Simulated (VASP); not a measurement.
**NaF: single point with PBE**

NaF:

```
CELL_PARAMETERS angstrom
2.79349 0.00000 0.00000
0.00000 2.79349 0.00000
0.00000 0.00000 2.79349
ATOMIC_POSITIONS crystal
Na 0.00000 0.00000 0.00000
F 0.50000 0.50000 0.50000
```

```yaml
Program: VASP 6.6.1
Task: single point
Functional: PBE
Potentials_or_basis: VASP PAW PBE potentials, release 64 (Na_pv, F)
Cutoff: 520 eV
k_mesh: 10 × 10 × 10
Occupations: gaussian, width 0.01 eV
Spin: no spin polarisation
```

```
Pressure               : 4.2 GPa
Band gap on the k mesh : 6.11 eV, indirect (least direct gap 6.45 eV)
```

Levels at points of the mesh, in eV from the valence-band top:
```csv
k point,band 5,band 6,band 7,band 8,band 9,band 10
"(0.00, 0.00, 0.00)",-0.34,-0.34,-0.34,6.11,15.78,15.78
"(0.50, 0.00, 0.00)",-2.66,-0.21,-0.21,10.87,11.89,19.98
"(0.50, 0.50, 0.00)",-1.89,-1.89,0.00,11.99,15.30,15.30
"(0.50, 0.50, 0.50)",-1.66,-1.66,-1.66,14.43,14.43,14.43
```

Run time: 6.7 s on 1 thread of Intel(R) Xeon(R) Platinum 8488C (Sapphire Rapids), with other jobs on the host, peak memory 0.14 GiB.

A k mesh can miss the band edges. Expect the measured gap to be larger: semilocal functionals such as PBE lack the derivative discontinuity.
